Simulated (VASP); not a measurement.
Set up this calculation in VASP 6.6.1, as the native input.

```
Task                   : single point
Functional             : PBE
Dispersion             : D3(BJ)
Potentials or basis    : VASP PAW PBE potentials, release 64 (C)
Cutoff                 : 520 eV
k mesh                 : 48 × 48 × 1
Occupations            : gaussian, width 0.05 eV
Spin                   : no spin polarisation
Dipole correction      : yes
Further INCAR settings : ALGO = Normal; EDIFF = 1e-07; NBANDS = 16
```

The structure of C lies in POSCAR:

```
C
1.0
    2.4564546500      0.0000000000      0.0000000000
    1.2281170900      2.1274157700      0.0000000000
    0.0000000000      0.0000000000     20.5034818813
C
4
Direct
    0.1574584200      0.1574584200      0.4145637336
    0.4908076799      0.4908076801      0.4145955219
    0.4815914699      0.4815914701      0.5854044781
    0.8149407198      0.8149407202      0.5854362664
```

The input as run:

INCAR

```
  PREC = Accurate
  ENCUT = 520
  EDIFF = 1E-7
  ISMEAR = 0
  SIGMA = 0.05
  LREAL = F
  LASPH = T
  NELM = 100
  ALGO = Normal
  ISIF = 2
  LWAVE = F
  LCHARG = F
  LDIPOL = T
  IDIPOL = 3
  DIPOL = 0.5 0.5 0.500
  GGA = PE
  IVDW = 12
  NBANDS = 16
```

KPOINTS

```
regular mesh
0
Gamma
  48 48 1
```

Potentials or basis: VASP PAW PBE potentials, release 64 (C).

Command:

```sh
$ cat potpaw_PBE.64/C/POTCAR > POTCAR
$ mpirun -np 1 vasp_std > vasp.out
```

Results of the run:

```
Largest force              : 0.018 eV/Å
Dispersion energy per atom : -0.116 eV
```

Wall time 31 min on 1 thread of Intel(R) Xeon(R) Platinum 8175M CPU @ 2.50GHz (Skylake/Cascade Lake), with other jobs on the host, peak memory 0.79 GiB.
